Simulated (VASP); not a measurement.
Crystal: Hf.

```
Hf
1.0
     0.00000    2.23500    2.23500
     2.23500    0.00000    2.23500
     2.23500    2.23500    0.00000
Hf
1
Direct
  0.00000 0.00000 0.00000
```

This isn't the form of Hf at room conditions, which is hcp.

- Program: VASP 6.6.1
- Task: relaxation of cell and atoms
- Functional: LDA
- Potentials or basis: VASP PAW LDA potentials, release 64 (Hf_pv)
- Cutoff: 500 eV
- k mesh: 10 × 10 × 10
- Occupations: methfessel-paxton, width 0.05 eV
- Spin: no spin polarisation

At the start: pressure -7.7 GPa; volume 22.33 Å³/atom.

Task: How do energy, volume and symmetry change on relaxing?

Result: Over 4 steps the energy falls by 38.6 meV/atom and the volume is 20.80 Å³/atom (-6.8 %); space group Fm-3m (No. 225, to 0.1 Å) before and after.

Step by step:
| step | energy change (eV) | largest force (eV/Å) | pressure (GPa) | volume (Å³) |
| --- | --- | --- | --- | --- |
| 1 | 0.0000 | 0.0000 | -7.71 | 22.33 |
| 2 | 0.0251 | 0.0000 | 12.07 | 19.03 |
| 3 | -0.0386 | 0.0000 | -0.21 | 20.84 |
| 4 | -0.0386 | 0.0000 | -0.02 | 20.80 |

Final structure:
```
Hf
1.0
     0.00000    2.18291    2.18291
     2.18291    0.00000    2.18291
     2.18291    2.18291    0.00000
Hf
1
Cartesian
  2.1829 4.3658 2.1829
```
